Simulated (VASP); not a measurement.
# MoPt3 (Pm-3m) in VASP: notebook

Runs on MoPt3. Level: LDA. Tasks: single point.

Everything below comes from runs of VASP 6.6.1. Logs are shortened: lines on timing, memory, paths and dates and some standing lists are left out, and cuts for length are marked.

### Step 1. The cell of the first run

Symmetry: Pm-3m, No. 221, cubic system. The conventional cell has a = 3.980 Å, b = 3.980 Å, c = 3.980 Å, α = 90.00°, β = 90.00°, γ = 90.00°. Within 3.7 Å of Mo (site symmetry m-3m) lie 12 Pt at 2.81 Å. Within 3.7 Å of Pt (site symmetry 4/mmm) lie 4 Mo at 2.81 Å and 8 Pt at 2.81 Å.

### Step 2. Single point, LDA

File INCAR:

```
PREC = Accurate
ENCUT = 500
EDIFF = 1E-6
ISMEAR = 1
SIGMA = 0.1
LREAL = False
LASPH = True
NELM = 120
ALGO = Normal
ISIF = 2
LWAVE = False
LCHARG = True
GGA = CA
LELF = True
LVHAR = True
NBANDS = 30
GGA_COMPAT = False
```

File KPOINTS:

```
Automatic mesh
0
Gamma
  2 2 2
```

File POSCAR:

```
MoPt3
1.0
    3.9795210000      0.0000000000      0.0000000000
    0.0000000000      3.9795210000      0.0000000000
    0.0000000000      0.0000000000      3.9795210000
Mo Pt
1 3
Direct
    0.0000000000      0.0000000000      0.0000000000
    0.5000000000      0.5000000000      0.0000000000
    0.5000000000      0.0000000000      0.5000000000
    0.0000000000      0.5000000000      0.5000000000
```

Potentials or basis: VASP PAW LDA potentials, release 64 (Mo_sv, Pt).

On the command line:

```sh
cat potpaw_LDA.64/Mo_sv/POTCAR potpaw_LDA.64/Pt/POTCAR > POTCAR
mpirun -np 1 vasp_std > vasp.out
```

OUTCAR:

```text
PREC = Accurate
   ENCUT = 500
   EDIFF = 1E-6
   ISMEAR = 1
   LREAL = False
   LASPH = True
   NELM = 120
   ISIF = 2
   GGA = CA

 ion  position               nearest neighbor table
   1  0.000  0.000  0.000-   2 2.81   3 2.81   4 2.81   3 2.81   4 2.81   2 2.81   4 2.81   4 2.81
                             2 2.81   3 2.81   3 2.81   2 2.81
   2  0.500  0.500  0.000-   1 2.81   3 2.81   4 2.81   3 2.81   4 2.81   1 2.81   3 2.81   3 2.81
                             1 2.81   4 2.81   4 2.81   1 2.81
   3  0.500  0.000  0.500-   1 2.81   2 2.81   4 2.81   1 2.81   2 2.81   2 2.81   4 2.81   2 2.81
                             1 2.81   4 2.81   1 2.81   4 2.81
   4  0.000  0.500  0.500-   1 2.81   2 2.81   3 2.81   1 2.81   2 2.81   1 2.81   3 2.81   1 2.81
                             2 2.81   3 2.81   2 2.81   3 2.81

  LATTYP: Found a simple cubic cell.
 ALAT       =     3.9795210000

  Lattice vectors:

 A1 = (   3.9795210000,   0.0000000000,   0.0000000000)
 A2 = (   0.0000000000,   3.9795210000,   0.0000000000)
 A3 = (   0.0000000000,   0.0000000000,   3.9795210000)

Analysis of symmetry for initial positions (statically):
=====================================================================
 Subroutine PRICEL returns:
 Original cell was already a primitive cell.

 Routine SETGRP: Setting up the symmetry group for a
 simple cubic supercell.

 Subroutine GETGRP returns: Found 48 space group operations
[... 9 lines left out ...]

 Routine SETGRP: Setting up the symmetry group for a
 simple cubic supercell.

 Subroutine GETGRP returns: Found 48 space group operations
[... 11 lines left out ...]
                                     Primitive cell

  volume of cell :      63.0220

  direct lattice vectors                    reciprocal lattice vectors
     3.979521000  0.000000000  0.000000000     0.251286524  0.000000000  0.000000000
     0.000000000  3.979521000  0.000000000     0.000000000  0.251286524  0.000000000
     0.000000000  0.000000000  3.979521000     0.000000000  0.000000000  0.251286524

  length of vectors
     3.979521000  3.979521000  3.979521000     0.251286524  0.251286524  0.251286524

  position of ions in fractional coordinates (direct lattice)
     0.000000000  0.000000000  0.000000000
     0.500000000  0.500000000  0.000000000
     0.500000000  0.000000000  0.500000000
     0.000000000  0.500000000  0.500000000

  ion indices of the primitive-cell ions
   primitive index   ion index
                 1           1
                 2           2
                 3           3
                 4           4

----------------------------------------------------------------------------------------

 KPOINTS: Automatic mesh

Automatic generation of k-mesh.
 Grid dimensions read from file:
 generate k-points for:    2    2    2

 Generating k-lattice:

  Cartesian coordinates                     Fractional coordinates (reciprocal lattice)
     0.125643262  0.000000000  0.000000000     0.500000000  0.000000000  0.000000000
     0.000000000  0.125643262  0.000000000     0.000000000  0.500000000  0.000000000
     0.000000000  0.000000000  0.125643262     0.000000000  0.000000000  0.500000000

  Length of vectors
     0.125643262  0.125643262  0.125643262

  Shift w.r.t. Gamma in fractional coordinates (k-lattice)
     0.000000000  0.000000000  0.000000000

 Subroutine IBZKPT returns following result:
 ===========================================

 Found      4 irreducible k-points:

 Following reciprocal coordinates:
            Coordinates               Weight
  0.000000  0.000000  0.000000      1.000000
  0.500000  0.000000  0.000000      3.000000
  0.500000  0.500000  0.000000      3.000000
  0.500000  0.500000  0.500000      1.000000
   k-points           NKPTS =      4   k-points in BZ     NKDIM =      4   number of bands    NBANDS=     30
   number of dos      NEDOS =    301   number of ions     NIONS =      4
   total plane-waves  NPLWV =  27000
   dimension x,y,z NGX =    30 NGY =   30 NGZ =   30
   dimension x,y,z NGXF=    60 NGYF=   60 NGZF=   60
   ions per type =               1   3
   NGX,Y,Z   is equivalent  to a cutoff of  12.53, 12.53, 12.53 a.u.
   NGXF,Y,Z  is equivalent  to a cutoff of  25.07, 25.07, 25.07 a.u.
 SYSTEM =  unknown system
   PREC   = accura    normal or accurate (medium, high low for compatibility)
   ISTART =      0    job   : 0-new  1-cont  2-samecut
   ICHARG =      2    charge: 1-file 2-atom 10-const
   ISPIN  =      1    spin polarized calculation?
   LNONCOLLINEAR =      F non collinear calculations
   LSORBIT =      F    spin-orbit coupling
   LASPH  =      T    aspherical Exc in radial PAW
   ENCUT  =  500.0 eV  36.75 Ry    6.06 a.u.   7.26  7.26  7.26*2*pi/ulx,y,z
   NELM   =    120;   NELMIN=  2; NELMDL= -5     # of ELM steps
   EDIFF  = 0.1E-05   stopping-criterion for ELM
   LREAL  =      F    real-space projection
   EDIFFG = 0.1E-04   stopping-criterion for IOM
   NSW    =      0    number of steps for IOM
   IBRION =     -1    ionic relax: 0-MD 1-quasi-New 2-CG
   NFREE  =      0    steps in history (QN), initial steepest desc. (CG)
   ISIF   =      2    stress and relaxation
   ISYM   =      2    0-nonsym 1-usesym 2-fastsym
   POTIM  = 0.5000    time-step for ionic-motion
   TEBEG  =    0.0;   TEEND  =   0.0 temperature during run
   PSTRESS=    0.0 pullay stress
   NELECT =      44.0000    total number of electrons
   NUPDOWN=      -1.0000    fix difference up-down
   EMIN   =  10.00;   EMAX   =-10.00  energy-range for DOS
   EFERMI =   0.00;   METHOD = LEGACY
   ISMEAR =     1;   SIGMA  =   0.10  broadening in eV -4-tet -1-fermi 0-gaus
   EFERMI_NEDOS =   21; number of points for ismear=-14 and -15
   IALGO  =     38    algorithm
   IMIX   =      4    mixing-type and parameters
     AMIX     =   0.40;   BMIX     =  1.00
     AMIX_MAG =   1.60;   BMIX_MAG =  1.00
  volume/ion in A,a.u.               =      15.76       106.32
  Fermi-wavevector in a.u.,A,eV,Ry     =   1.452318  2.744482 28.697766  2.109226
  Thomas-Fermi vector in A             =   2.569713
   LORBIT       =      0    0 simple, 1 ext, 2 COOP (PROOUT), +10 PAW based schemes
   GGA     = CA    functional components
   LHFCALC =     F    Hartree Fock is set to
   AEXX    =    0.0000 exact exchange contribution
   IVDW    =     0    specifies the selected vdW correction
   LEPSILON=     F    determine dielectric tensor
   LRPA    =     F    only Hartree local field effects (RPA)
 non-spin polarized calculation
 Methfessel and Paxton  Order N= 1 SIGMA  =   0.10
  energy-cutoff  :      500.00
  volume of cell :       63.02
 maximum number of plane-waves:      1628
 NGX is ok and might be reduce to    30
   NGX = 15   NGY = 15   NGZ = 15

 number of electron      44.0000012 magnetization

 Free energy of the ion-electron system (eV)
  ---------------------------------------------------
  ext. energy  EPLUGINS =         0.00000000
  ---------------------------------------------------
  free energy    TOTEN  =       -34.38076284 eV

  energy without entropy =      -34.33125789  energy(sigma->0) =      -34.36426119

 E-fermi :  11.0780     XC(G=0): -13.4769

 val. band max:       11.0546804475   @ k =   0.5000   0.5000   0.0000
 cond. band min:      11.0882802758   @ k =   0.0000   0.0000   0.0000
 fundamental gap:      0.0335998283
 Fermi energy:        11.0780007230

 k-point     1 :       0.0000    0.0000    0.0000
  band No.  band energies     occupation
      1     -49.8837      2.00000
      2     -24.1210      2.00000
      3     -24.1210      2.00000
      4     -24.1210      2.00000
      5       1.5268      2.00000
      6       4.3344      2.00000
[... 22 lines left out ...]
     29      19.6442      0.00000
     30      19.6442      0.00000

 k-point     2 :       0.5000    0.0000    0.0000
  band No.  band energies     occupation
      1     -49.8823      2.00000
      2     -24.1517      2.00000
      3     -24.1254      2.00000
      4     -24.1254      2.00000
      5       3.7947      2.00000
      6       4.5941      2.00000
[... 22 lines left out ...]
     29      19.3872      0.00000
     30      19.5342      0.00000

 k-point     3 :       0.5000    0.5000    0.0000
  band No.  band energies     occupation
      1     -49.8816      2.00000
      2     -24.1439      2.00000
      3     -24.1439      2.00000
      4     -24.1293      2.00000
      5       5.3327      2.00000
      6       5.3327      2.00000
[... 22 lines left out ...]
     29      21.2976      0.00000
     30      21.3669      0.00000

 k-point     4 :       0.5000    0.5000    0.5000
  band No.  band energies     occupation
      1     -49.8818      2.00000
      2     -24.1358      2.00000
      3     -24.1358      2.00000
      4     -24.1358      2.00000
      5       4.0089      2.00000
      6       4.0089      2.00000
[... 22 lines left out ...]
     29      17.1887      0.00000
     30      17.1887      0.00000

------------------------ aborting loop because EDIFF is reached ----------------------------------------

  FORCE on cell =-STRESS in cart. coord.  units (eV):
  Direction    XX          YY          ZZ          XY          YZ          ZX
  --------------------------------------------------------------------------------------
  -------------------------------------------------------------------------------------
  Total       -6.8293308     -6.8293308     -6.8293308      0.0000000      0.0000000     -0.0000000
  in kB     -173.6186321   -173.6186321   -173.6186321      0.0000000      0.0000000     -0.0000000
  external PRESSURE =    -173.6186321 kB  Pullay stress =       0.0000000 kB

 VOLUME and BASIS-vectors are now :
 -----------------------------------------------------------------------------
  energy-cutoff  :      500.00
  volume of cell :       63.02
      direct lattice vectors                 reciprocal lattice vectors
     3.979521000  0.000000000  0.000000000     0.251286524  0.000000000  0.000000000
     0.000000000  3.979521000  0.000000000     0.000000000  0.251286524  0.000000000
     0.000000000  0.000000000  3.979521000     0.000000000  0.000000000  0.251286524

 POSITION                                       TOTAL-FORCE (eV/Angst)
 -----------------------------------------------------------------------------------
      0.00000      0.00000      0.00000         0.000000      0.000000      0.000000
      1.98976      1.98976      0.00000         0.000000      0.000000      0.000000
      1.98976      0.00000      1.98976         0.000000      0.000000      0.000000
      0.00000      1.98976      1.98976         0.000000      0.000000      0.000000
 -----------------------------------------------------------------------------------
    total drift:                                0.000000      0.000000     -0.000000

  FREE ENERGIE OF THE ION-ELECTRON SYSTEM (eV)
  ---------------------------------------------------
  free  energy   TOTEN  =       -34.3807628392 eV

  energy  without entropy=      -34.3312578948  energy(sigma->0) =      -34.36426119
```

Run time: 9.8 s. Hardware: 1 thread of Intel Xeon 6975P-C (Granite Rapids), shared host; peak memory 0.14 GiB.

What came out:

```yaml
Free_energy: -34.3808 eV
Pressure: -17.4 GPa
Band_gap_on_the_k_mesh: zero (band 22 reaches 12.49 eV, above the bottom of band 23 at 11.03 eV)
```

Levels at points of the mesh, in eV from the Fermi level:
```tsv
k point	band 18	band 19	band 20	band 21	band 22	band 23	band 24	band 25	band 26	band 27
(0.00, 0.00, 0.00)	0.01	0.01	0.01	1.41	1.41	1.97	1.97	1.97	2.39	2.39
(0.50, 0.00, 0.00)	-2.41	-2.33	-1.24	-0.52	-0.52	0.01	0.22	0.64	2.33	6.25
(0.50, 0.50, 0.00)	-2.81	-2.81	-2.11	-2.06	-0.02	-0.02	0.03	1.45	1.45	3.59
(0.50, 0.50, 0.50)	-0.40	-0.40	-0.40	-0.05	-0.05	-0.05	1.17	1.17	1.17	1.64
```

Caveat: the k points lie up to 0.79 Å⁻¹ apart; spin-orbit coupling is left out, which moves the levels of the heavy elements.

### Step 3. Single point, LDA

File INCAR:

```
PREC = Accurate
ENCUT = 500
EDIFF = 1E-6
ISMEAR = 1
SIGMA = 0.1
LREAL = F
LASPH = T
NELM = 120
ALGO = Normal
ISIF = 2
LWAVE = F
LCHARG = F
NBANDS = 30
GGA_COMPAT = F
```

File KPOINTS:

```
regular mesh
0
Gamma
  3 3 3
```

POSCAR is that of step 2.

Potentials or basis: VASP PAW LDA potentials, release 64 (Mo_sv, Pt).

On the command line:

```sh
cat potpaw_LDA.64/Mo_sv/POTCAR potpaw_LDA.64/Pt/POTCAR > POTCAR
mpirun -np 1 vasp_std > vasp.out
```

Wall time 6.3 s (1 thread of Intel Xeon 6975P-C (Granite Rapids), shared host); peak memory 0.14 GiB.

Results (log left out):

```yaml
Free_energy: -34.6894 eV
Pressure: -14.7 GPa
Band_gap_on_the_k_mesh: zero (band 22 reaches 12.49 eV, above the bottom of band 23 at 11.24 eV)
```

Levels at points of the mesh, in eV from the Fermi level:
| k point | band 20 | band 21 | band 22 | band 23 | band 24 | band 25 |
| --- | --- | --- | --- | --- | --- | --- |
| (0.00, 0.00, 0.00) | -0.03 | 1.18 | 1.18 | 1.75 | 1.75 | 1.75 |

Caveat: the k points lie up to 0.53 Å⁻¹ apart; spin-orbit coupling is left out, which moves the levels of the heavy elements.

[end of part 1 of 2]
